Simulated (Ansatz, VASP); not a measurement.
# Two plane-wave programs on Mn

File INCAR:

```
PREC = Accurate ; ENCUT = 600
EDIFF = 1E-6 ; ISMEAR = 0
SIGMA = 0.1 ; LREAL = False
LASPH = True ; NELM = 150
ALGO = Normal ; ISIF = 3
LWAVE = False ; LCHARG = False
ISPIN = 2 ; MAGMOM = 0.71
LORBIT = 11 ; LMAXMIX = 4
GGA = PS ; IBRION = 2
NSW = 100 ; EDIFFG = -0.01
```

Contents of KPOINTS:

```
regular mesh
0
Gamma
  28 28 28
```

POSCAR

```
Mn
1.0
   -1.3774044311      1.3774044311      1.3774044311
    1.3774044311     -1.3774044311      1.3774044311
    1.3774044311      1.3774044311     -1.3774044311
Mn
1
Direct
    0.0000000000      0.0000000000      0.0000000000
```

Input for Ansatz:

```yaml
crystal:
  lattice:
    - [-1.3774044311, 1.3774044311, 1.3774044311]
    - [1.3774044311, -1.3774044311, 1.3774044311]
    - [1.3774044311, 1.3774044311, -1.3774044311]
  atoms:
    - { symbol: Mn, position: [0.0, 0.0, 0.0], spin: 0.71 }
basis:
  ecutwfc: 420
kpoints:
  mp_grid: { grid: [28, 28, 28] }
hamiltonian:
  xc: pbesol
scf:
  occupations: { method: gaussian, width: 0.1 }
output:
  forces: true
  stress: true
  eigenvalues: true
  populations: true
magnetization:
  spin_polarized: true
relax:
  adjacent_minimum: "off"
  f_tol: 0.01
  max_steps: 80
  cell: { stress_tol: 0.05 }
```

Alike in both runs: task relaxation of cell and atoms; functional PBEsol; k mesh 28 × 28 × 28; occupations gaussian, width 0.1 eV; collinear spin.

```csv
,VASP,Ansatz
version,VASP 6.6.1,Ansatz 0.2.0
potentials or method,"VASP PAW PBE potentials, release 64 (Mn_pv), cutoff 600 eV","scalar-relativistic, plane waves, PAW"
valence electrons in the cell,13,15
```

Ansatz gave:

```
gap on the k mesh at the Fermi level, each at its own relaxed structure (eV)  : none
net moment per atom (μB)                                                      : 0.65
size of the moment on the site where the two differ most (μB)                 : 0.64
relaxed volume (Å³/atom)                                                      : 10.47
relaxed length of the cell vector where the two differ most in proportion (Å) : 2.387
```

Which values does VASP return?

gap on the k mesh at the Fermi level, each at its own relaxed structure (eV): none; net moment per atom (μB): 0.67; size of the moment on the site where the two differ most (μB): 0.66; relaxed volume (Å³/atom): 10.47; relaxed length of the cell vector where the two differ most in proportion (Å): 2.387.

VASP's potentials were made for PBE, not for PBEsol. Site moments also hang on the region over which each program counts them. A gap of «none» marks a metal or a gap that the smearing closes. VASP's potentials hold 13 valence electrons a cell and Ansatz's 15, so a difference there can come from the potentials and not from the codes.
